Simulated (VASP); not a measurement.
# Ag (I4/mmm) in VASP: notebook

Runs on Ag. Level: PBE. Tasks: single point.

Everything below comes from runs of VASP 6.6.1. Logs are shortened: lines on timing, memory, paths and dates and some standing lists are left out, and cuts for length are marked.

## 1. The cell of the first run

The structure is tetragonal, space group I4/mmm (No. 139). The conventional cell has a = 3.121 Å, b = 3.121 Å, c = 4.250 Å, α = 90.00°, β = 90.00°, γ = 90.00°. Within 4.0 Å of Ag (site symmetry 4/mmm) lie 12 Ag at 3.06 to 3.12 Å.

## 2. Single point, PBE (strain +0.080 along x and y, +0.040 along z)

INCAR

```
PREC = Accurate ; ENCUT = 520
EDIFF = 1E-6 ; ISMEAR = 0
SIGMA = 0.15 ; LREAL = F
LASPH = T ; NELM = 60
ALGO = Fast ; ISIF = 2
LWAVE = F ; LCHARG = F
GGA = PE ; NBANDS = 12
```

KPOINTS

```
regular mesh
0
Gamma
  20 20 20
```

POSCAR

```
Ag
1.0
    0.0000000000      2.2065480000      2.1248240000
    2.2065480000      0.0000000000      2.1248240000
    2.2065480000      2.2065480000      0.0000000000
Ag
1
Direct
    0.0000000000      0.0000000000      0.0000000000
```

Potentials or basis: VASP PAW PBE potentials, release 64 (Ag).

On the command line:

```
$ cat potpaw_PBE.64/Ag/POTCAR > POTCAR
$ mpirun -np 1 vasp_std > vasp.out
```

OUTCAR:

```text
PREC = Accurate
   ENCUT = 520
   EDIFF = 1E-6
   ISMEAR = 0
   LREAL = F
   LASPH = T
   NELM = 60
   ISIF = 2
   GGA = PE

 ion  position               nearest neighbor table
   1  0.000  0.000  0.000-

  LATTYP: Found a body centered tetragonal cell.
 ALAT       =     3.1205301076
 C/A-ratio  =     1.3618352823

  Lattice vectors:

 A1 = (   0.0000000000,  -2.2065480000,  -2.1248240000)
 A2 = (   0.0000000000,   2.2065480000,  -2.1248240000)
 A3 = (   2.2065480000,   0.0000000000,   2.1248240000)

Analysis of symmetry for initial positions (statically):
=====================================================================
 Subroutine PRICEL returns:
 Original cell was already a primitive cell.

 Routine SETGRP: Setting up the symmetry group for a
 body centered tetragonal supercell.

 Subroutine GETGRP returns: Found 16 space group operations
 (whereof 16 operations were pure point group operations)
 out of a pool of 16 trial point group operations.

The static configuration has the point symmetry D_4h.

Analysis of symmetry for dynamics (positions and initial velocities):
=====================================================================
 Subroutine PRICEL returns:
 Original cell was already a primitive cell.

 Routine SETGRP: Setting up the symmetry group for a
 body centered tetragonal supercell.

 Subroutine GETGRP returns: Found 16 space group operations
 (whereof 16 operations were pure point group operations)
 out of a pool of 16 trial point group operations.

The dynamic configuration has the point symmetry D_4h.

 Subroutine INISYM returns: Found 16 space group operations
 (whereof 16 operations are pure point group operations),
 and found     1 'primitive' translations

----------------------------------------------------------------------------------------

                                     Primitive cell

  volume of cell :      20.6909

  direct lattice vectors                    reciprocal lattice vectors
     0.000000000  2.206548000  2.124824000    -0.226598288  0.226598288  0.235313607
     2.206548000  0.000000000  2.124824000     0.226598288 -0.226598288  0.235313607
     2.206548000  2.206548000  0.000000000     0.226598288  0.226598288 -0.235313607

  length of vectors
     3.063287631  3.063287631  3.120530108     0.397575228  0.397575228  0.397575228

  position of ions in fractional coordinates (direct lattice)
     0.000000000  0.000000000  0.000000000

  ion indices of the primitive-cell ions
   primitive index   ion index
                 1           1

----------------------------------------------------------------------------------------

 KPOINTS: regular mesh

Automatic generation of k-mesh.
 Grid dimensions read from file:
 generate k-points for:   20   20   20

 Generating k-lattice:

  Cartesian coordinates                     Fractional coordinates (reciprocal lattice)
    -0.011329914  0.011329914  0.011765680     0.050000000 -0.000000000  0.000000000
     0.011329914 -0.011329914  0.011765680    -0.000000000  0.050000000  0.000000000
     0.011329914  0.011329914 -0.011765680     0.000000000  0.000000000  0.050000000

  Length of vectors
     0.019878761  0.019878761  0.019878761

  Shift w.r.t. Gamma in fractional coordinates (k-lattice)
     0.000000000  0.000000000  0.000000000

 Subroutine IBZKPT returns following result:
 ===========================================

 Found    641 irreducible k-points:

 Following reciprocal coordinates:
            Coordinates               Weight
  0.000000  0.000000  0.000000      1.000000
  0.050000  0.000000  0.000000      8.000000
  0.100000  0.000000  0.000000      8.000000
  0.150000  0.000000  0.000000      8.000000
  0.200000  0.000000  0.000000      8.000000
  0.250000  0.000000  0.000000      8.000000
[... 16 lines left out ...]
 -0.400000  0.050000  0.000000      8.000000
 -0.350000  0.050000  0.000000      8.000000
 [... further k-points ...]
   k-points           NKPTS =    641   k-points in BZ     NKDIM =    641   number of bands    NBANDS=     12
   number of dos      NEDOS =    301   number of ions     NIONS =      1
   total plane-waves  NPLWV =  13824
   dimension x,y,z NGX =    24 NGY =   24 NGZ =   24
   dimension x,y,z NGXF=    48 NGYF=   48 NGZF=   48
   ions per type =               1
   NGX,Y,Z   is equivalent  to a cutoff of  13.02, 13.02, 12.79 a.u.
   NGXF,Y,Z  is equivalent  to a cutoff of  26.05, 26.05, 25.57 a.u.
 SYSTEM =  unknown system
   PREC   = accura    normal or accurate (medium, high low for compatibility)
   ISTART =      0    job   : 0-new  1-cont  2-samecut
   ICHARG =      2    charge: 1-file 2-atom 10-const
   ISPIN  =      1    spin polarized calculation?
   LNONCOLLINEAR =      F non collinear calculations
   LSORBIT =      F    spin-orbit coupling
   LASPH  =      T    aspherical Exc in radial PAW
   ENCUT  =  520.0 eV  38.22 Ry    6.18 a.u.   5.70  5.70  5.80*2*pi/ulx,y,z
   NELM   =     60;   NELMIN=  2; NELMDL= -5     # of ELM steps
   EDIFF  = 0.1E-05   stopping-criterion for ELM
   LREAL  =      F    real-space projection
   EDIFFG = 0.1E-04   stopping-criterion for IOM
   NSW    =      0    number of steps for IOM
   IBRION =     -1    ionic relax: 0-MD 1-quasi-New 2-CG
   NFREE  =      0    steps in history (QN), initial steepest desc. (CG)
   ISIF   =      2    stress and relaxation
   ISYM   =      2    0-nonsym 1-usesym 2-fastsym
   POTIM  = 0.5000    time-step for ionic-motion
   TEBEG  =    0.0;   TEEND  =   0.0 temperature during run
   PSTRESS=    0.0 pullay stress
   NELECT =      11.0000    total number of electrons
   NUPDOWN=      -1.0000    fix difference up-down
   EMIN   =  10.00;   EMAX   =-10.00  energy-range for DOS
   EFERMI =   0.00;   METHOD = LEGACY
   ISMEAR =     0;   SIGMA  =   0.15  broadening in eV -4-tet -1-fermi 0-gaus
   EFERMI_NEDOS =   21; number of points for ismear=-14 and -15
   IALGO  =     68    algorithm
   IMIX   =      4    mixing-type and parameters
     AMIX     =   0.40;   BMIX     =  1.00
     AMIX_MAG =   1.60;   BMIX_MAG =  1.00
  volume/ion in A,a.u.               =      20.69       139.63
  Fermi-wavevector in a.u.,A,eV,Ry     =   1.326211  2.506175 23.930396  1.758834
  Thomas-Fermi vector in A             =   2.455614
   LORBIT       =      0    0 simple, 1 ext, 2 COOP (PROOUT), +10 PAW based schemes
   GGA     = PE    functional components
   LHFCALC =     F    Hartree Fock is set to
   AEXX    =    0.0000 exact exchange contribution
   IVDW    =     0    specifies the selected vdW correction
   LEPSILON=     F    determine dielectric tensor
   LRPA    =     F    only Hartree local field effects (RPA)
 non-spin polarized calculation
 RMM-DIIS sequential band-by-band and
 Gauss-broadening in eV      SIGMA  =   0.15
  energy-cutoff  :      520.00
  volume of cell :       20.69
 maximum number of plane-waves:       572
   NGX = 11   NGY = 11   NGZ = 11

 number of electron      11.0000001 magnetization

 Free energy of the ion-electron system (eV)
  ---------------------------------------------------
  ext. energy  EPLUGINS =         0.00000000
  ---------------------------------------------------
  free energy    TOTEN  =        -2.62736770 eV

  energy without entropy =       -2.62438932  energy(sigma->0) =       -2.62587851

 E-fermi :   6.0613     XC(G=0): -11.0931

 val. band max:        6.0535730930   @ k =  -0.1500   0.3500   0.2500
 cond. band min:       6.0726514300   @ k =   0.5000   0.3500   0.1500
 fundamental gap:      0.0190783370
 Fermi energy:         6.0612756993

 k-point     1 :       0.0000    0.0000    0.0000
  band No.  band energies     occupation
      1      -0.4403      2.00000
      2       1.7605      2.00000
      3       1.7605      2.00000
      4       1.9276      2.00000
      5       2.4547      2.00000
      6       2.6244      2.00000
      7      21.5222      0.00000
      8      23.8737      0.00000
      9      23.8737      0.00000
     10      24.0939      0.00000
     11      28.3189      0.00000
     12      28.3569      0.00000

 k-point     2 :       0.0500    0.0000    0.0000
  band No.  band energies     occupation
      1      -0.3730      2.00000
      2       1.7586      2.00000
      3       1.7766      2.00000
      4       1.9330      2.00000
      5       2.4510      2.00000
      6       2.6171      2.00000
      7      21.4814      0.00000
      8      23.2459      0.00000
      9      23.8549      0.00000
     10      24.0099      0.00000
     11      28.0797      0.00000
     12      28.4834      0.00000

 k-point     3 :       0.1000    0.0000    0.0000
  band No.  band energies     occupation
      1      -0.1767      2.00000
      2       1.7488      2.00000
      3       1.8190      2.00000
      4       1.9569      2.00000
      5       2.4456      2.00000
      6       2.5995      2.00000
      7      20.9390      0.00000
      8      22.3004      0.00000
      9      23.7909      0.00000
     10      23.9477      0.00000
     11      27.4613      0.00000
     12      28.3522      0.00000
[... 286 lines left out ...]
 k-point    23 :      -0.4000    0.0500    0.0000
  band No.  band energies     occupation
      1       0.7530      2.00000
      2       1.7733      2.00000
      3       1.8957      2.00000
      4       2.9453      2.00000
      5       3.0164      2.00000
      6       4.9981      2.00000
      7      10.3185      0.00000
      8      20.7869      0.00000
      9      21.6131      0.00000
     10      21.9060      0.00000
     11      26.0219      0.00000
     12      26.7561      0.00000

 k-point    24 :      -0.3500    0.0500    0.0000
  band No.  band energies     occupation
      1       0.7957      2.00000
      2       1.8102      2.00000
      3       1.9352      2.00000
      4       2.8353      2.00000
      5       2.8805      2.00000
      6       4.0273      2.00000
      7      11.8527      0.00000
      8      20.9971      0.00000
      9      21.7090      0.00000
     10      22.5204      0.00000
     11      25.9509      0.00000
     12      26.6172      0.00000

 [... further k-points ...]
[... 5 lines left out ...]
  --------------------------------------------------------------------------------------
  -------------------------------------------------------------------------------------
  Total       -1.1622140     -1.1622140     -1.0763086      0.0000000     -0.0000000     -0.0000000
  in kB      -89.9947088    -89.9947088    -83.3427215      0.0000000     -0.0000000     -0.0000000
  external PRESSURE =     -87.7773797 kB  Pullay stress =       0.0000000 kB

 VOLUME and BASIS-vectors are now :
 -----------------------------------------------------------------------------
  energy-cutoff  :      520.00
  volume of cell :       20.69
      direct lattice vectors                 reciprocal lattice vectors
     0.000000000  2.206548000  2.124824000    -0.226598288  0.226598288  0.235313607
     2.206548000  0.000000000  2.124824000     0.226598288 -0.226598288  0.235313607
     2.206548000  2.206548000  0.000000000     0.226598288  0.226598288 -0.235313607

 POSITION                                       TOTAL-FORCE (eV/Angst)
 -----------------------------------------------------------------------------------
      0.00000      0.00000      0.00000         0.000000     -0.000000      0.000000
 -----------------------------------------------------------------------------------
    total drift:                               -0.000000     -0.000000     -0.000000

  FREE ENERGIE OF THE ION-ELECTRON SYSTEM (eV)
  ---------------------------------------------------
  free  energy   TOTEN  =        -2.6273676974 eV

  energy  without entropy=       -2.6243893173  energy(sigma->0) =       -2.62587851
```

Run time: 86 s. Hardware: 1 thread of Intel Xeon Platinum 8375C at 2.90GHz (Ice Lake), shared host; peak memory 0.26 GiB.

What came out:

| Property | Result |
| --- | --- |
| Free energy | -2.6274 eV |
| Pressure | -8.8 GPa |

Caveat: the cell differs from its parent crystal (strain +0.080 along x and y, +0.040 along z).

## 3. Single point, PBE (strain -0.080 along x and y, -0.040 along z)

INCAR

```
PREC = Accurate ; ENCUT = 520
EDIFF = 1E-7 ; ISMEAR = 0
SIGMA = 0.15 ; LREAL = False
LASPH = True ; NELM = 100
ALGO = Normal ; ISIF = 2
LWAVE = False ; LCHARG = True
GGA = PE ; LELF = True
LVHAR = True ; NBANDS = 12
```

KPOINTS is that of step 2.

POSCAR

```
Ag
1.0
    0.0000000000      1.8796520000      1.9613760000
    1.8796520000      0.0000000000      1.9613760000
    1.8796520000      1.8796520000      0.0000000000
Ag
1
Direct
    0.0000000000      0.0000000000      0.0000000000
```

Potentials or basis: VASP PAW PBE potentials, release 64 (Ag).

On the command line:

```
$ cat potpaw_PBE.64/Ag/POTCAR > POTCAR
$ mpirun -np 1 vasp_std > vasp.out
```

OUTCAR:

```text
PREC = Accurate
   ENCUT = 520
   EDIFF = 1E-7
   ISMEAR = 0
   LREAL = False
   LASPH = True
   NELM = 100
   ISIF = 2
   GGA = PE

 ion  position               nearest neighbor table
   1  0.000  0.000  0.000-

  LATTYP: Found a body centered tetragonal cell.
 ALAT       =     2.6582293509
 C/A-ratio  =     1.4757011086

  Lattice vectors:

 A1 = (  -1.8796520000,   0.0000000000,   1.9613760000)
 A2 = (   1.8796520000,   0.0000000000,   1.9613760000)
 A3 = (   0.0000000000,   1.8796520000,  -1.9613760000)

[... 529 lines left out ...]
      4       7.7141      2.00000
      5       8.0599      2.00000
      6       9.1083      2.00000
      7      19.8516      0.00000
      8      27.6518      0.00000
      9      31.4271      0.00000
     10      33.8301      0.00000
     11      36.8399      0.00000
     12      37.8533      0.00000

 [... further k-points ...]
[... 5 lines left out ...]
  --------------------------------------------------------------------------------------
  -------------------------------------------------------------------------------------
  Total        4.1797185      4.1797185      3.8430216      0.0000000     -0.0000000     -0.0000000
  in kB      483.1832425    483.1832425    444.2604454      0.0000000     -0.0000000     -0.0000000
  external PRESSURE =     470.2089768 kB  Pullay stress =       0.0000000 kB

 VOLUME and BASIS-vectors are now :
 -----------------------------------------------------------------------------
  energy-cutoff  :      520.00
  volume of cell :       13.86
      direct lattice vectors                 reciprocal lattice vectors
     0.000000000  1.879652000  1.961376000    -0.266006686  0.266006686  0.254923074
     1.879652000  0.000000000  1.961376000     0.266006686 -0.266006686  0.254923074
     1.879652000  1.879652000  0.000000000     0.266006686  0.266006686 -0.254923074

 POSITION                                       TOTAL-FORCE (eV/Angst)
 -----------------------------------------------------------------------------------
      0.00000      0.00000      0.00000        -0.000000      0.000000      0.000000
 -----------------------------------------------------------------------------------
    total drift:                                0.000000      0.000000      0.000000

  FREE ENERGIE OF THE ION-ELECTRON SYSTEM (eV)
  ---------------------------------------------------
  free  energy   TOTEN  =        -2.2746471647 eV

  energy  without entropy=       -2.2721934119  energy(sigma->0) =       -2.27342029
```

OSZICAR:

```text
N       E                     dE             d eps       ncg     rms          rms(c)
DAV:   1     0.535481904232E+02    0.53548E+02   -0.56547E+03 15536   0.857E+02
DAV:   2    -0.174154843516E+01   -0.55290E+02   -0.52687E+02 18124   0.205E+02
DAV:   3    -0.257336432479E+01   -0.83182E+00   -0.83126E+00 18032   0.257E+01
DAV:   4    -0.257570034568E+01   -0.23360E-02   -0.23359E-02 17976   0.144E+00
DAV:   5    -0.257571498043E+01   -0.14635E-04   -0.14634E-04 18144   0.100E-01    0.955E+00
DAV:   6    -0.230291407149E+01    0.27280E+00   -0.80691E-01 17648   0.853E+00    0.564E+00
DAV:   7    -0.227958130780E+01    0.23333E-01   -0.37373E-02 18292   0.183E+00    0.261E+00
DAV:   8    -0.227463698664E+01    0.49443E-02   -0.13641E-03 17556   0.344E-01    0.163E-01
DAV:   9    -0.227464288053E+01   -0.58939E-05   -0.70829E-06 18184   0.251E-02    0.247E-02
DAV:  10    -0.227464763227E+01   -0.47517E-05   -0.29889E-06 18276   0.136E-02    0.694E-03
DAV:  11    -0.227464721807E+01    0.41420E-06   -0.74824E-08 17052   0.232E-03    0.726E-04
DAV:  12    -0.227464716468E+01    0.53384E-07   -0.33914E-09  9612   0.572E-04
   1 F= -.22746472E+01 E0= -.22734203E+01  d E =-.245375E-02
```

stdout:

```text
POSCAR found type information on POSCAR Ag
 POSCAR found :  1 types and       1 ions
 scaLAPACK will be used
 LDA part: xc-table for (Slater+PW92), standard interpolation
 POSCAR, INCAR and KPOINTS ok, starting setup
 FFT: planning ... GRIDC
 FFT: planning ... GRID_SOFT
 FFT: planning ... GRID
 WAVECAR not read
 entering main loop
```

Run time: 63 s. Hardware: 1 thread of Intel Xeon Platinum 8375C at 2.90GHz (Ice Lake), shared host; peak memory 0.21 GiB.

What came out:

```
Free energy : -2.2746 eV
Pressure    : 47.0 GPa
```

Stress tensor (GPa, compression positive):
```
48.32  0.00  0.00
 0.00 48.32  0.00
 0.00  0.00 44.43
```

Levels at points of the mesh, in eV from the Fermi level:
```tsv
k point	band 4	band 5	band 6	band 7	band 8	band 9
(0.00, 0.00, 0.00)	-5.64	-4.50	-4.09	16.25	20.39	21.38
(0.50, 0.00, 0.00)	-3.23	-3.07	-1.08	4.87	15.41	19.55
(0.50, 0.50, 0.00)	-2.87	-2.87	0.78	7.70	12.22	12.22
(0.50, 0.00, 0.50)	-2.99	-2.69	1.64	8.88	11.28	11.51
```

Caveat: the cell differs from its parent crystal (strain -0.080 along x and y, -0.040 along z).
